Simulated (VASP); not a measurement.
# PbF2 (Fm-3m) in VASP: a series of runs

PbF2 is run at these levels: PBEsol; tasks: single point, relaxation of cell and atoms.

Everything below comes from runs of VASP 6.6.1. Logs are shortened: lines on timing, memory, paths and dates and some standing lists are left out, and cuts for length are marked.

### 1 The cell of the first run

It takes space group Fm-3m (No. 225, cubic). The conventional cell has a = 5.899 Å, b = 5.899 Å, c = 5.899 Å, α = 90.00°, β = 90.00°, γ = 90.00°. Within 3.4 Å of Pb (site symmetry m-3m) lie 8 F at 2.55 Å. F (site symmetry -43m) has 4 Pb at 2.55 Å and 6 F at 2.95 Å within 3.4 Å.

### 2 Single point, PBEsol

File INCAR:

```
SYSTEM = PbF2
PREC     = Accurate       ! precision mode
ENCUT    = 520            ! plane-wave cutoff, eV
EDIFF    = 1E-6           ! SCF threshold, eV
ISMEAR   = 0              ! smearing method
SIGMA    = 0.02           ! smearing width, eV
LREAL    = .False.        ! projectors in reciprocal space
LASPH    = .True.         ! aspherical terms in the spheres
NELM     = 100            ! most SCF steps
ALGO     = Normal         ! electronic algorithm
ISIF     = 2              ! what is computed and relaxed
LWAVE    = .False.        ! write WAVECAR
LCHARG   = .False.        ! write CHGCAR
GGA      = PS             ! functional
NBANDS   = 21             ! bands
```

File KPOINTS:

```
Automatic mesh
0
Gamma
  8 8 8
  0 0 0
```

File POSCAR:

```
PbF2
1.0
    0.0000000000      2.9494033147      2.9494033147
    2.9494033147      0.0000000000      2.9494033147
    2.9494033147      2.9494033147      0.0000000000
Pb F
1 2
Direct
    0.0000000000      0.0000000000      0.0000000000
    0.2500000000      0.2500000000      0.2500000000
    0.7500000000      0.7500000000      0.7500000000
```

Potentials or basis: VASP PAW PBE potentials, release 64 (Pb_d, F).

Started as:

```sh
cat potpaw_PBE.64/Pb_d/POTCAR potpaw_PBE.64/F/POTCAR > POTCAR
mpirun -np 1 vasp_std > vasp.out
```

OUTCAR:

```text
SYSTEM = PbF2
   PREC = Accurate
   ENCUT = 520
   EDIFF = 1E-6
   ISMEAR = 0
   LREAL = .False.
   LASPH = .True.
   NELM = 100
   ISIF = 2
   GGA = PS

 ion  position               nearest neighbor table
   1  0.000  0.000  0.000-   2 2.55   3 2.55   3 2.55   3 2.55   3 2.55   2 2.55   2 2.55   2 2.55

   2  0.250  0.250  0.250-   1 2.55   1 2.55   1 2.55   1 2.55
   3  0.750  0.750  0.750-   1 2.55   1 2.55   1 2.55   1 2.55

  LATTYP: Found a face centered cubic cell.
 ALAT       =     5.8988066294

  Lattice vectors:

 A1 = (   0.0000000000,   2.9494033147,   2.9494033147)
 A2 = (   2.9494033147,   0.0000000000,   2.9494033147)
 A3 = (   2.9494033147,   2.9494033147,   0.0000000000)

Analysis of symmetry for initial positions (statically):
=====================================================================
 Subroutine PRICEL returns:
 Original cell was already a primitive cell.

 Routine SETGRP: Setting up the symmetry group for a
 face centered cubic supercell.

 Subroutine GETGRP returns: Found 48 space group operations
 (whereof 48 operations were pure point group operations)
 out of a pool of 48 trial point group operations.

The static configuration has the point symmetry O_h .

Analysis of symmetry for dynamics (positions and initial velocities):
=====================================================================
 Subroutine PRICEL returns:
 Original cell was already a primitive cell.

 Routine SETGRP: Setting up the symmetry group for a
 face centered cubic supercell.

 Subroutine GETGRP returns: Found 48 space group operations
 (whereof 48 operations were pure point group operations)
 out of a pool of 48 trial point group operations.

The dynamic configuration has the point symmetry O_h .

 Subroutine INISYM returns: Found 48 space group operations
 (whereof 48 operations are pure point group operations),
 and found     1 'primitive' translations

----------------------------------------------------------------------------------------

                                     Primitive cell

  volume of cell :      51.3136

  direct lattice vectors                    reciprocal lattice vectors
     0.000000000  2.949403315  2.949403315    -0.169525815  0.169525815  0.169525815
     2.949403315  0.000000000  2.949403315     0.169525815 -0.169525815  0.169525815
     2.949403315  2.949403315  0.000000000     0.169525815  0.169525815 -0.169525815

[... 77 lines left out ...]
   ISTART =      0    job   : 0-new  1-cont  2-samecut
   ICHARG =      2    charge: 1-file 2-atom 10-const
   ISPIN  =      1    spin polarized calculation?
   LNONCOLLINEAR =      F non collinear calculations
   LSORBIT =      F    spin-orbit coupling
   LASPH  =      T    aspherical Exc in radial PAW
   ENCUT  =  520.0 eV  38.22 Ry    6.18 a.u.   7.76  7.76  7.76*2*pi/ulx,y,z
   NELM   =    100;   NELMIN=  2; NELMDL= -5     # of ELM steps
   EDIFF  = 0.1E-05   stopping-criterion for ELM
   LREAL  =      F    real-space projection
   EDIFFG = 0.1E-04   stopping-criterion for IOM
   NSW    =      0    number of steps for IOM
   IBRION =     -1    ionic relax: 0-MD 1-quasi-New 2-CG
   NFREE  =      0    steps in history (QN), initial steepest desc. (CG)
   ISIF   =      2    stress and relaxation
   ISYM   =      2    0-nonsym 1-usesym 2-fastsym
   POTIM  = 0.5000    time-step for ionic-motion
   TEBEG  =    0.0;   TEEND  =   0.0 temperature during run
   PSTRESS=    0.0 pullay stress
   NELECT =      28.0000    total number of electrons
   NUPDOWN=      -1.0000    fix difference up-down
   EMIN   =  10.00;   EMAX   =-10.00  energy-range for DOS
   EFERMI =   0.00;   METHOD = LEGACY
   ISMEAR =     0;   SIGMA  =   0.02  broadening in eV -4-tet -1-fermi 0-gaus
   EFERMI_NEDOS =   21; number of points for ismear=-14 and -15
   IALGO  =     38    algorithm
   IMIX   =      4    mixing-type and parameters
     AMIX     =   0.40;   BMIX     =  1.00
     AMIX_MAG =   1.60;   BMIX_MAG =  1.00
  volume/ion in A,a.u.               =      17.10       115.43
  Fermi-wavevector in a.u.,A,eV,Ry     =   1.337776  2.528030 24.349587  1.789644
  Thomas-Fermi vector in A             =   2.466298
   LORBIT       =      0    0 simple, 1 ext, 2 COOP (PROOUT), +10 PAW based schemes
   GGA     = PS    functional components
   LHFCALC =     F    Hartree Fock is set to
   AEXX    =    0.0000 exact exchange contribution
   IVDW    =     0    specifies the selected vdW correction
   LEPSILON=     F    determine dielectric tensor
   LRPA    =     F    only Hartree local field effects (RPA)
 non-spin polarized calculation
 Gauss-broadening in eV      SIGMA  =   0.02
  energy-cutoff  :      520.00
  volume of cell :       51.31
 maximum number of plane-waves:      1411
   NGX = 15   NGY = 15   NGZ = 15

 number of electron      27.9999997 magnetization

 Free energy of the ion-electron system (eV)
  ---------------------------------------------------
  ext. energy  EPLUGINS =         0.00000000
  ---------------------------------------------------
  free energy    TOTEN  =       -14.93645295 eV

  energy without entropy =      -14.93645295  energy(sigma->0) =      -14.93645295

 E-fermi :   2.0883     XC(G=0):  -9.7343

 val. band max:        1.9164077434   @ k =  -0.2500   0.5000   0.2500
 cond. band min:       6.2165685813   @ k =   0.5000   0.5000   0.0000
 fundamental gap:      4.3001608379
 Fermi energy:         2.0882636209

 k-point     1 :       0.0000    0.0000    0.0000
  band No.  band energies     occupation
      1     -19.1811      2.00000
      2     -18.5131      2.00000
      3     -12.4669      2.00000
      4     -12.4669      2.00000
      5     -12.4669      2.00000
      6     -12.3963      2.00000
[... 565 lines left out ...]
     20      17.9813      0.00000
     21      18.3840      0.00000

 [... further k-points ...]
[... 5 lines left out ...]
  --------------------------------------------------------------------------------------
  -------------------------------------------------------------------------------------
  Total       -0.0741244     -0.0741244     -0.0741244     -0.0000000      0.0000000      0.0000000
  in kB       -2.3144058     -2.3144058     -2.3144058     -0.0000000      0.0000000      0.0000000
  external PRESSURE =      -2.3144058 kB  Pullay stress =       0.0000000 kB

 VOLUME and BASIS-vectors are now :
 -----------------------------------------------------------------------------
  energy-cutoff  :      520.00
  volume of cell :       51.31
      direct lattice vectors                 reciprocal lattice vectors
     0.000000000  2.949403315  2.949403315    -0.169525815  0.169525815  0.169525815
     2.949403315  0.000000000  2.949403315     0.169525815 -0.169525815  0.169525815
     2.949403315  2.949403315  0.000000000     0.169525815  0.169525815 -0.169525815

 POSITION                                       TOTAL-FORCE (eV/Angst)
 -----------------------------------------------------------------------------------
      0.00000      0.00000      0.00000        -0.000000      0.000000     -0.000000
      1.47470      1.47470      1.47470         0.000000     -0.000000      0.000000
      4.42410      4.42410      4.42410         0.000000      0.000000     -0.000000
 -----------------------------------------------------------------------------------
    total drift:                                0.000000     -0.000000      0.000000

  FREE ENERGIE OF THE ION-ELECTRON SYSTEM (eV)
  ---------------------------------------------------
  free  energy   TOTEN  =       -14.9364529500 eV

  energy  without entropy=      -14.9364529500  energy(sigma->0) =      -14.93645295
```

OSZICAR:

```text
N       E                     dE             d eps       ncg     rms          rms(c)
DAV:   1     0.303643388084E+03    0.30364E+03   -0.14666E+04  1226   0.152E+03
DAV:   2     0.118274091997E+02   -0.29182E+03   -0.27428E+03  1312   0.425E+02
DAV:   3    -0.157448705201E+02   -0.27572E+02   -0.27205E+02  1454   0.140E+02
DAV:   4    -0.165195855874E+02   -0.77472E+00   -0.77414E+00  1386   0.247E+01
DAV:   5    -0.165450612434E+02   -0.25476E-01   -0.25474E-01  1616   0.461E+00    0.714E+00
DAV:   6    -0.149611824406E+02    0.15839E+01   -0.71722E+00  1642   0.215E+01    0.260E+00
DAV:   7    -0.149463029663E+02    0.14879E-01   -0.37573E-01  1263   0.379E+00    0.150E+00
DAV:   8    -0.149380338466E+02    0.82691E-02   -0.92737E-02  1298   0.329E+00    0.513E-01
DAV:   9    -0.149351496034E+02    0.28842E-02   -0.17718E-02  1611   0.979E-01    0.978E-02
DAV:  10    -0.149364411618E+02   -0.12916E-02   -0.18478E-03  1243   0.382E-01    0.327E-02
DAV:  11    -0.149364347012E+02    0.64607E-05   -0.11695E-04  1413   0.108E-01    0.129E-02
DAV:  12    -0.149364545729E+02   -0.19872E-04   -0.58329E-05  1287   0.686E-02    0.118E-02
DAV:  13    -0.149364528896E+02    0.16833E-05   -0.18672E-05  1468   0.422E-02    0.236E-03
DAV:  14    -0.149364529500E+02   -0.60384E-07   -0.10593E-06  1098   0.701E-03
   1 F= -.14936453E+02 E0= -.14936453E+02  d E =-.113429E-35
```

stdout:

```text
POSCAR found type information on POSCAR PbF
 POSCAR found :  2 types and       3 ions
 scaLAPACK will be used
 -----------------------------------------------------------------------------
|                                                                             |
|                                                                             |
|     You enforced a specific xc type in the INCAR file but a different       |
|     I HOPE YOU KNOW WHAT YOU ARE DOING!                                     |
|                                                                             |
 -----------------------------------------------------------------------------

 LDA part: xc-table for (Slater+PW92), standard interpolation
 POSCAR, INCAR and KPOINTS ok, starting setup
 FFT: planning ... GRIDC
 FFT: planning ... GRID_SOFT
 FFT: planning ... GRID
 WAVECAR not read
 entering main loop
```

Run time: 10 s. Hardware: 1 thread of Intel Xeon 6975P-C (Granite Rapids), shared host; peak memory 0.18 GiB.

Results:

| Item | Value |
| --- | --- |
| Free energy | -14.9365 eV |
| Pressure | -0.2 GPa |
| Band gap on the k mesh | 4.30 eV, indirect (least direct gap 4.45 eV) |

Caveat: the PAW data sets were made with another functional, which shifts forces and pressure a little; spin-orbit coupling is left out, which moves the levels of the heavy elements. A k mesh can miss the band edges.

### 3 Relaxation of cell and atoms, PBEsol

This run uses another cell than the first one, of 17.46 Å³/atom, 1.021 times its volume.

File INCAR:

```
PREC     = Accurate       # precision mode
ENCUT    = 600            # plane-wave cutoff, eV
EDIFF    = 1E-6           # SCF threshold, eV
ISMEAR   = 0              # smearing method
SIGMA    = 0.02           # smearing width, eV
LREAL    = F              # projectors in reciprocal space
LASPH    = T              # aspherical terms in the spheres
NELM     = 100            # most SCF steps
ALGO     = Normal         # electronic algorithm
ISIF     = 3              # what is computed and relaxed
LWAVE    = F              # write WAVECAR
LCHARG   = F              # write CHGCAR
GGA      = PS             # functional
IBRION   = 2              # ionic algorithm
NSW      = 100            # ionic steps
EDIFFG   = -0.005         # ionic threshold
```

File KPOINTS:

```
Automatic mesh
0
Gamma
  8 8 8
```

File POSCAR:

```
PbF2
1.0
    0.0000000000      2.9698500000      2.9698500000
    2.9698500000      0.0000000000      2.9698500000
    2.9698500000      2.9698500000      0.0000000000
Pb F
1 2
Direct
    0.0000000000      0.0000000000      0.0000000000
    0.2500000000      0.2500000000      0.2500000000
    0.7500000000      0.7500000000      0.7500000000
```

Potentials or basis: VASP PAW PBE potentials, release 64 (Pb_d, F).

Started as:

```sh
cat potpaw_PBE.64/Pb_d/POTCAR potpaw_PBE.64/F/POTCAR > POTCAR
mpirun -np 1 vasp_std > vasp.out
```

OUTCAR:

```text
PREC = Accurate
   ENCUT = 600
   EDIFF = 1E-6
   ISMEAR = 0
   LREAL = F
   LASPH = T
   NELM = 100
   ISIF = 3
   GGA = PS
   IBRION = 2
   NSW = 100
   EDIFFG = -0.005

 ion  position               nearest neighbor table
   1  0.000  0.000  0.000-   3 2.57   3 2.57   3 2.57   2 2.57   2 2.57   2 2.57   3 2.57   2 2.57

   2  0.250  0.250  0.250-   1 2.57   1 2.57   1 2.57   1 2.57
   3  0.750  0.750  0.750-   1 2.57   1 2.57   1 2.57   1 2.57

  LATTYP: Found a face centered cubic cell.
 ALAT       =     5.9397000000

  Lattice vectors:

 A1 = (   0.0000000000,   2.9698500000,   2.9698500000)
 A2 = (   2.9698500000,   0.0000000000,   2.9698500000)
 A3 = (   2.9698500000,   2.9698500000,   0.0000000000)

Analysis of symmetry for initial positions (statically):
=====================================================================
 Subroutine PRICEL returns:
 Original cell was already a primitive cell.

 Routine SETGRP: Setting up the symmetry group for a
 face centered cubic supercell.

 Subroutine GETGRP returns: Found 48 space group operations
 (whereof 48 operations were pure point group operations)
[... 169 lines left out ...]

------------------------ aborting loop because EDIFF is reached ----------------------------------------

  FORCE on cell =-STRESS in cart. coord.  units (eV):
  Direction    XX          YY          ZZ          XY          YZ          ZX
  --------------------------------------------------------------------------------------
  -------------------------------------------------------------------------------------
  Total       -0.5660065     -0.5660065     -0.5660065      0.0000000      0.0000000     -0.0000000
  in kB      -17.3100567    -17.3100567    -17.3100567      0.0000000      0.0000000     -0.0000000
  external PRESSURE =     -17.3100567 kB  Pullay stress =       0.0000000 kB
[... 61 lines left out ...]
--------------------------------------- Ionic step        3  -------------------------------------------

 number of electron      28.0000010 magnetization

 Free energy of the ion-electron system (eV)
  ---------------------------------------------------
  ext. energy  EPLUGINS =         0.00000000
  ---------------------------------------------------
  free energy    TOTEN  =       -14.94229546 eV

  energy without entropy =      -14.94229546  energy(sigma->0) =      -14.94229546

 E-fermi :   2.1334     XC(G=0):  -9.7513

 val. band max:        1.9562744999   @ k =  -0.2500   0.5000   0.2500
 cond. band min:       6.2566714295   @ k =   0.5000   0.5000   0.0000
 fundamental gap:      4.3003969296
 Fermi energy:         2.1334083372

 k-point     1 :       0.0000    0.0000    0.0000
  band No.  band energies     occupation
      1     -19.1687      2.00000
      2     -18.4962      2.00000
      3     -12.4308      2.00000
      4     -12.4308      2.00000
      5     -12.4308      2.00000
      6     -12.3587      2.00000
[... 481 lines left out ...]
      5     -12.3363      2.00000
      6     -12.3056      2.00000
[... 10 lines left out ...]
     17       9.6647      0.00000
     18      12.7588      0.00000

 [... further k-points ...]
[... 5 lines left out ...]
  --------------------------------------------------------------------------------------
  -------------------------------------------------------------------------------------
  Total       -0.0007627     -0.0007627     -0.0007627      0.0000000      0.0000000      0.0000000
  in kB       -0.0238929     -0.0238929     -0.0238929      0.0000000      0.0000000      0.0000000
  external PRESSURE =      -0.0238929 kB  Pullay stress =       0.0000000 kB
[... 18 lines left out ...]
  FREE ENERGIE OF THE ION-ELECTRON SYSTEM (eV)
  ---------------------------------------------------
  free  energy   TOTEN  =       -14.9422954584 eV

  energy  without entropy=      -14.9422954584  energy(sigma->0) =      -14.94229546

 reached required accuracy - stopping structural energy minimisation
```

Run time: 30 s. Hardware: 1 thread of Intel Xeon 6975P-C (Granite Rapids), shared host; peak memory 0.22 GiB.

Results:

* Free energy: -14.9423 eV
* Relaxed volume: 17.05 Å³/atom
* Relaxed cell: a = 4.166 Å, b = 4.166 Å, c = 4.166 Å, α = 60.00°, β = 60.00°, γ = 60.00°
* Space group after relaxing (to 0.05 Å): Fm-3m (No. 225)
* Energy gained by relaxing: 2.3 meV/atom
* Ionic steps: 3
* Pressure after relaxing: 0.0 GPa
* Band gap on the k mesh: 4.30 eV, indirect (least direct gap 4.45 eV)

The path:
| step | energy change (eV) | largest force (eV/Å) | pressure (GPa) | volume (Å³) |
| --- | --- | --- | --- | --- |
| 1 | 0.0000 | 0.0000 | -1.73 | 52.39 |
| 2 | -0.0068 | 0.0000 | 0.26 | 50.97 |
| 3 | -0.0069 | 0.0000 | 0.00 | 51.14 |

Final structure:
```xyz
3
Lattice="0.0000 2.9461 2.9461 2.9461 0.0000 2.9461 2.9461 2.9461 0.0000" Properties=species:S:1:pos:R:3 pbc="T T T"
Pb    0.0000    0.0000    0.0000
F     1.4731    1.4731    1.4731
F     4.4192    4.4192    4.4192
```

Levels at points of the mesh, in eV from the valence-band top:
| k point | band 10 | band 11 | band 12 | band 13 | band 14 | band 15 | band 16 | band 17 | band 18 |
| --- | --- | --- | --- | --- | --- | --- | --- | --- | --- |
| (0.00, 0.00, 0.00) | -2.60 | -2.60 | -2.09 | -2.09 | -2.09 | 6.69 | 6.69 | 6.69 | 10.55 |
| (0.50, 0.00, 0.00) | -2.83 | -2.83 | -2.26 | -2.26 | -0.04 | 4.93 | 7.64 | 7.64 | 13.11 |
| (0.50, 0.50, 0.00) | -3.74 | -1.65 | -1.64 | -1.64 | -0.15 | 4.30 | 7.89 | 7.89 | 8.78 |

Caveat: the PAW data sets were made with another functional, which shifts forces and pressure a little; spin-orbit coupling is left out, which moves the levels of the heavy elements. A k mesh can miss the band edges.
